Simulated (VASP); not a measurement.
# HfRu3 (P4/mmm) in VASP: relaxation of the atoms with PBE

Aim: the relaxation of the atoms of HfRu3 with PBE.

All numbers are computed with VASP 6.6.1; they aren't measurements. Logs are shortened: lines on timing, memory, paths and dates and some standing lists are left out, and cuts for length are marked.

**1. The cell of the first run**

Symmetry: P4/mmm, No. 123, tetragonal system. The conventional cell has a = 3.916 Å, b = 3.916 Å, c = 3.956 Å, α = 90.00°, β = 90.00°, γ = 90.00°. Within 3.6 Å of Hf (site symmetry 4/mmm) lie 12 Ru at 2.77 to 2.78 Å. Within 3.6 Å of Ru (site symmetry mmm) lie 8 Ru at 2.77 to 2.78 Å and 4 Hf at 2.78 Å. Ru (site symmetry 4/mmm) has 4 Hf at 2.77 Å and 8 Ru at 2.78 Å within 3.6 Å.

**2. Relaxation of the atoms, PBE**

File INCAR:

```
PREC = Accurate
ENCUT = 520
EDIFF = 1E-7
ISMEAR = -1
SIGMA = 0.05
LREAL = False
LASPH = True
NELM = 100
ALGO = Fast
ISIF = 2
LWAVE = False
LCHARG = False
GGA = PE
IBRION = 2
NSW = 60
EDIFFG = -0.01
```

File KPOINTS:

```
regular mesh
0
Gamma
  6 6 6
```

File POSCAR:

```
HfRu3
1.0
    3.9162152700      0.0000000000      0.0000000000
    0.0000000000      3.9162152700      0.0000000000
    0.0000000000      0.0000000000      3.9557730000
Hf Ru
1 3
Direct
    0.0000000000      0.0000000000      0.0000000000
    0.0000000000      0.5000000000      0.5000000000
    0.5000000000      0.0000000000      0.5000000000
    0.5000000000      0.5000000000      0.0000000000
```

Potentials or basis: VASP PAW PBE potentials, release 64 (Hf_pv, Ru_pv).

Started as:

```console
$ cat potpaw_PBE.64/Hf_pv/POTCAR potpaw_PBE.64/Ru_pv/POTCAR > POTCAR
$ mpirun -np 1 vasp_std > vasp.out
```

OUTCAR:

```text
PREC = Accurate
   ENCUT = 520
   EDIFF = 1E-7
   ISMEAR = -1
   LREAL = False
   LASPH = True
   NELM = 100
   ISIF = 2
   GGA = PE
   IBRION = 2
   NSW = 60
   EDIFFG = -0.01

 ion  position               nearest neighbor table
   1  0.000  0.000  0.000-   4 2.77   4 2.77   4 2.77   4 2.77   3 2.78   2 2.78   3 2.78   2 2.78
                             3 2.78   2 2.78   3 2.78   2 2.78
   2  0.000  0.500  0.500-   3 2.77   3 2.77   3 2.77   3 2.77   4 2.78   1 2.78   1 2.78   1 2.78
                             4 2.78   4 2.78   4 2.78   1 2.78
   3  0.500  0.000  0.500-   2 2.77   2 2.77   2 2.77   2 2.77   4 2.78   1 2.78   4 2.78   4 2.78
                             1 2.78   4 2.78   1 2.78   1 2.78
   4  0.500  0.500  0.000-   1 2.77   1 2.77   1 2.77   1 2.77   3 2.78   2 2.78   3 2.78   3 2.78
                             3 2.78   2 2.78   2 2.78   2 2.78

  LATTYP: Found a simple tetragonal cell.
 ALAT       =     3.9162152700
 C/A-ratio  =     1.0101010101

  Lattice vectors:

 A1 = (   3.9162152700,   0.0000000000,   0.0000000000)
 A2 = (   0.0000000000,   3.9162152700,   0.0000000000)
 A3 = (   0.0000000000,   0.0000000000,   3.9557730000)

Analysis of symmetry for initial positions (statically):
=====================================================================
 Subroutine PRICEL returns:
 Original cell was already a primitive cell.

 Routine SETGRP: Setting up the symmetry group for a
 simple tetragonal supercell.

 Subroutine GETGRP returns: Found 16 space group operations
 (whereof 16 operations were pure point group operations)
 out of a pool of 16 trial point group operations.

The static configuration has the point symmetry D_4h.

Analysis of symmetry for dynamics (positions and initial velocities):
=====================================================================
 Subroutine PRICEL returns:
 Original cell was already a primitive cell.

 Routine SETGRP: Setting up the symmetry group for a
 simple tetragonal supercell.

 Subroutine GETGRP returns: Found 16 space group operations
 (whereof 16 operations were pure point group operations)
 out of a pool of 16 trial point group operations.

The dynamic configuration has the point symmetry D_4h.

 Subroutine INISYM returns: Found 16 space group operations
 (whereof 16 operations are pure point group operations),
 and found     1 'primitive' translations

----------------------------------------------------------------------------------------

                                     Primitive cell

  volume of cell :      60.6687

  direct lattice vectors                    reciprocal lattice vectors
     3.916215270  0.000000000  0.000000000     0.255348578  0.000000000  0.000000000
     0.000000000  3.916215270  0.000000000     0.000000000  0.255348578  0.000000000
     0.000000000  0.000000000  3.955773000     0.000000000  0.000000000  0.252795092

  length of vectors
     3.916215270  3.916215270  3.955773000     0.255348578  0.255348578  0.252795092

  position of ions in fractional coordinates (direct lattice)
     0.000000000  0.000000000  0.000000000
     0.000000000  0.500000000  0.500000000
     0.500000000  0.000000000  0.500000000
     0.500000000  0.500000000  0.000000000

  ion indices of the primitive-cell ions
   primitive index   ion index
                 1           1
                 2           2
                 3           3
                 4           4

----------------------------------------------------------------------------------------

 KPOINTS: regular mesh

Automatic generation of k-mesh.
 Grid dimensions read from file:
 generate k-points for:    6    6    6

 Generating k-lattice:

  Cartesian coordinates                     Fractional coordinates (reciprocal lattice)
     0.042558096  0.000000000  0.000000000     0.166666667  0.000000000  0.000000000
     0.000000000  0.042558096  0.000000000     0.000000000  0.166666667  0.000000000
     0.000000000  0.000000000  0.042132515     0.000000000  0.000000000  0.166666667

  Length of vectors
     0.042558096  0.042558096  0.042132515

  Shift w.r.t. Gamma in fractional coordinates (k-lattice)
     0.000000000  0.000000000  0.000000000

 Subroutine IBZKPT returns following result:
 ===========================================

 Found     40 irreducible k-points:

 Following reciprocal coordinates:
            Coordinates               Weight
  0.000000  0.000000  0.000000      1.000000
  0.166667  0.000000  0.000000      4.000000
  0.333333  0.000000  0.000000      4.000000
  0.500000  0.000000  0.000000      2.000000
  0.166667  0.166667  0.000000      4.000000
  0.333333  0.166667  0.000000      8.000000
[... 16 lines left out ...]
  0.333333  0.000000  0.333333      8.000000
  0.500000  0.000000  0.333333      4.000000
 [... further k-points ...]
   k-points           NKPTS =     40   k-points in BZ     NKDIM =     40   number of bands    NBANDS=     31
   number of dos      NEDOS =    301   number of ions     NIONS =      4
   total plane-waves  NPLWV =  27000
   dimension x,y,z NGX =    30 NGY =   30 NGZ =   30
   dimension x,y,z NGXF=    60 NGYF=   60 NGZF=   60
   ions per type =               1   3
   NGX,Y,Z   is equivalent  to a cutoff of  12.74, 12.74, 12.61 a.u.
   NGXF,Y,Z  is equivalent  to a cutoff of  25.47, 25.47, 25.22 a.u.
 SYSTEM =  unknown system
   PREC   = accura    normal or accurate (medium, high low for compatibility)
   ISTART =      0    job   : 0-new  1-cont  2-samecut
   ICHARG =      2    charge: 1-file 2-atom 10-const
   ISPIN  =      1    spin polarized calculation?
   LNONCOLLINEAR =      F non collinear calculations
   LSORBIT =      F    spin-orbit coupling
   LASPH  =      T    aspherical Exc in radial PAW
   ENCUT  =  520.0 eV  38.22 Ry    6.18 a.u.   7.28  7.28  7.36*2*pi/ulx,y,z
   NELM   =    100;   NELMIN=  2; NELMDL= -5     # of ELM steps
   EDIFF  = 0.1E-06   stopping-criterion for ELM
   LREAL  =      F    real-space projection
   EDIFFG = -.1E-01   stopping-criterion for IOM
   NSW    =     60    number of steps for IOM
   IBRION =      2    ionic relax: 0-MD 1-quasi-New 2-CG
   NFREE  =      1    steps in history (QN), initial steepest desc. (CG)
   ISIF   =      2    stress and relaxation
   ISYM   =      2    0-nonsym 1-usesym 2-fastsym
   POTIM  = 0.5000    time-step for ionic-motion
   TEBEG  =    0.0;   TEEND  =   0.0 temperature during run
   PSTRESS=    0.0 pullay stress
   NELECT =      52.0000    total number of electrons
   NUPDOWN=      -1.0000    fix difference up-down
   EMIN   =  10.00;   EMAX   =-10.00  energy-range for DOS
   EFERMI =   0.00;   METHOD = LEGACY
   ISMEAR =    -1;   SIGMA  =   0.05  broadening in eV -4-tet -1-fermi 0-gaus
   EFERMI_NEDOS =   21; number of points for ismear=-14 and -15
   IALGO  =     68    algorithm
   IMIX   =      4    mixing-type and parameters
     AMIX     =   0.40;   BMIX     =  1.00
     AMIX_MAG =   1.60;   BMIX_MAG =  1.00
  volume/ion in A,a.u.               =      15.17       102.35
  Fermi-wavevector in a.u.,A,eV,Ry     =   1.555086  2.938687 32.902873  2.418293
  Thomas-Fermi vector in A             =   2.659078
   LORBIT       =      0    0 simple, 1 ext, 2 COOP (PROOUT), +10 PAW based schemes
   GGA     = PE    functional components
   LHFCALC =     F    Hartree Fock is set to
   AEXX    =    0.0000 exact exchange contribution
   IVDW    =     0    specifies the selected vdW correction
   LEPSILON=     F    determine dielectric tensor
   LRPA    =     F    only Hartree local field effects (RPA)
 conjugate gradient relaxation of ions
 non-spin polarized calculation
 RMM-DIIS sequential band-by-band and
  energy-cutoff  :      520.00
  volume of cell :       60.67
 maximum number of plane-waves:      1651
 NGX is ok and might be reduce to    30
   NGX = 15   NGY = 15   NGZ = 15

 number of electron      51.9999970 magnetization

 Free energy of the ion-electron system (eV)
  ---------------------------------------------------
  ext. energy  EPLUGINS =         0.00000000
  ---------------------------------------------------
  free energy    TOTEN  =       -38.41632506 eV

  energy without entropy =      -38.37455989  energy(sigma->0) =      -38.39544248

 E-fermi :   9.9870     XC(G=0): -13.3595

 val. band max:        9.9862744566   @ k =   0.3333   0.1667   0.1667
 cond. band min:       9.9880239034   @ k =   0.1667   0.1667   0.3333
 fundamental gap:      0.0017494468
 Fermi energy:         9.9870444127

 k-point     1 :       0.0000    0.0000    0.0000
  band No.  band energies     occupation
      1     -32.5916      2.00000
      2     -32.5916      2.00000
      3     -32.5860      2.00000
      4     -32.2179      2.00000
      5     -32.2179      2.00000
      6     -32.2152      2.00000
[... 23 lines left out ...]
     30      13.9636      0.00000
     31      13.9637      0.00000

 k-point     2 :       0.1667    0.0000    0.0000
  band No.  band energies     occupation
      1     -32.5716      2.00000
      2     -32.5667      2.00000
      3     -32.5594      2.00000
      4     -32.2244      2.00000
      5     -32.2221      2.00000
      6     -32.2203      2.00000
[... 23 lines left out ...]
     30      13.8397      0.00000
     31      13.9781      0.00000

 k-point     3 :       0.3333    0.0000    0.0000
  band No.  band energies     occupation
      1     -32.5239      2.00000
      2     -32.5211      2.00000
      3     -32.4714      2.00000
      4     -32.2474      2.00000
      5     -32.2454      2.00000
      6     -32.2251      2.00000
[... 23 lines left out ...]
     30      12.9114      0.00000
     31      12.9659      0.00000

 k-point     4 :       0.5000    0.0000    0.0000
  band No.  band energies     occupation
      1     -32.4933      2.00000
      2     -32.4921      2.00000
      3     -32.3741      2.00000
      4     -32.3104      2.00000
      5     -32.2678      2.00000
      6     -32.2652      2.00000
[... 635 lines left out ...]
     30      13.0566      0.00000
     31      13.3924      0.00000

 k-point    23 :       0.3333    0.0000    0.3333
  band No.  band energies     occupation
      1     -32.5698      2.00000
      2     -32.4546      2.00000
      3     -32.4132      2.00000
      4     -32.3453      2.00000
      5     -32.2509      2.00000
      6     -32.2411      2.00000
[... 23 lines left out ...]
     30      13.2913      0.00000
     31      13.4917      0.00000

 k-point    24 :       0.5000    0.0000    0.3333
  band No.  band energies     occupation
      1     -32.5647      2.00000
      2     -32.4549      2.00000
      3     -32.4146      2.00000
      4     -32.2934      2.00000
      5     -32.2771      2.00000
      6     -32.2651      2.00000
[... 23 lines left out ...]
     30      13.0416      0.00000
     31      13.4781      0.00000

 [... further k-points ...]
[... 5 lines left out ...]
  --------------------------------------------------------------------------------------
  -------------------------------------------------------------------------------------
  Total        1.2985980      1.2985980      0.7156827      0.0000000      0.0000000      0.0000000
  in kB       34.2942128     34.2942128     18.9002088      0.0000000      0.0000000      0.0000000
  external PRESSURE =      29.1628782 kB  Pullay stress =       0.0000000 kB

 VOLUME and BASIS-vectors are now :
 -----------------------------------------------------------------------------
  energy-cutoff  :      520.00
  volume of cell :       60.67
      direct lattice vectors                 reciprocal lattice vectors
     3.916215270  0.000000000  0.000000000     0.255348578  0.000000000  0.000000000
     0.000000000  3.916215270  0.000000000     0.000000000  0.255348578  0.000000000
     0.000000000  0.000000000  3.955773000     0.000000000  0.000000000  0.252795092

 POSITION                                       TOTAL-FORCE (eV/Angst)
 -----------------------------------------------------------------------------------
      0.00000      0.00000      0.00000         0.000000      0.000000      0.000000
      0.00000      1.95811      1.97789         0.000000      0.000000      0.000000
      1.95811      0.00000      1.97789         0.000000      0.000000      0.000000
      1.95811      1.95811      0.00000         0.000000      0.000000      0.000000
 -----------------------------------------------------------------------------------
    total drift:                                0.000000      0.000000     -0.000000

  FREE ENERGIE OF THE ION-ELECTRON SYSTEM (eV)
  ---------------------------------------------------
  free  energy   TOTEN  =       -38.4163250643 eV

  energy  without entropy=      -38.3745598928  energy(sigma->0) =      -38.39544248

 reached required accuracy - stopping structural energy minimisation
```

Run time: 1.7 min. Hardware: 1 thread of Intel Xeon 8259CL, shared host; peak memory 0.2 GiB.

Results:

| Property | Result |
| --- | --- |
| Free energy | -38.4163 eV |
| Pressure after relaxing | 2.9 GPa |
| Band gap on the k mesh | zero (bands 26 and 27 overlap by 3.02 eV) |

Final structure:
```yaml
crystal:
  lattice:
    - [3.91622, 0.00000, 0.00000]
    - [0.00000, 3.91622, 0.00000]
    - [0.00000, 0.00000, 3.95577]
  atoms:
    - { symbol: Hf, position: [0.00000, 0.00000, 0.00000] }
    - { symbol: Ru, position: [0.00000, 0.50000, 0.50000] }
    - { symbol: Ru, position: [0.50000, 0.00000, 0.50000] }
    - { symbol: Ru, position: [0.50000, 0.50000, 0.00000] }
```

Caveat: spin-orbit coupling is left out, which moves the levels of the heavy elements.
